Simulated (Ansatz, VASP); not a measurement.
## One calculation of W, two programs

The input INCAR:

```
ALGO = Fast
EDIFF = 1E-6
ENCUT = 520
GGA = PE
ISIF = 2
ISMEAR = 0
LASPH = True
LCHARG = True
LELF = True
LREAL = False
LVHAR = True
LWAVE = False
NBANDS = 13
NELM = 100
PREC = Accurate
SIGMA = 0.1
```

Contents of KPOINTS:

```
k-points
0
Gamma
  16 16 16
```

The input POSCAR:

```
W
1.0
   -1.6160043830      1.8421341440      1.6504581440
    1.8076803830     -1.7374790480      1.7374790480
    1.4243283830      1.5458030480     -1.5458030480
W
1
Direct
    0.0000000000      0.0000000000      0.0000000000
```

Input for Ansatz:

```yaml
crystal:
  lattice:
    - [-1.616004383, 1.842134144, 1.650458144]
    - [1.807680383, -1.737479048, 1.737479048]
    - [1.424328383, 1.545803048, -1.545803048]
  atoms:
    - { symbol: W, position: [0.0, 0.0, 0.0] }
basis:
  ecutwfc: 420
kpoints:
  mp_grid: { grid: [16, 16, 16] }
hamiltonian:
  xc: pbe
scf:
  occupations: { method: gaussian, width: 0.1 }
output:
  forces: true
  stress: true
  eigenvalues: true
```

Alike in both runs: task single point; functional PBE; k mesh 16 × 16 × 16; occupations gaussian, width 0.1 eV; no spin polarisation.

```csv
,VASP,Ansatz
version,VASP 6.6.1,Ansatz 0.2.0
potentials or method,"VASP PAW PBE potentials, release 64 (W_sv), cutoff 520 eV","scalar-relativistic, plane waves, PAW"
valence electrons in the cell,14,14
```

|  | VASP | Ansatz | Ansatz less VASP |
| --- | --- | --- | --- |
| gap on the k mesh at the Fermi level (eV) | none | none | - |
| pressure (GPa) | -24.4 | -24.7 | -0.29 |
| traceless stress, the component that is largest in VASP (GPa) | 14.17 | 13.97 | -0.203 |

A gap of «none» marks a metal or a gap that the smearing closes.

Neither program's run includes spin-orbit coupling.
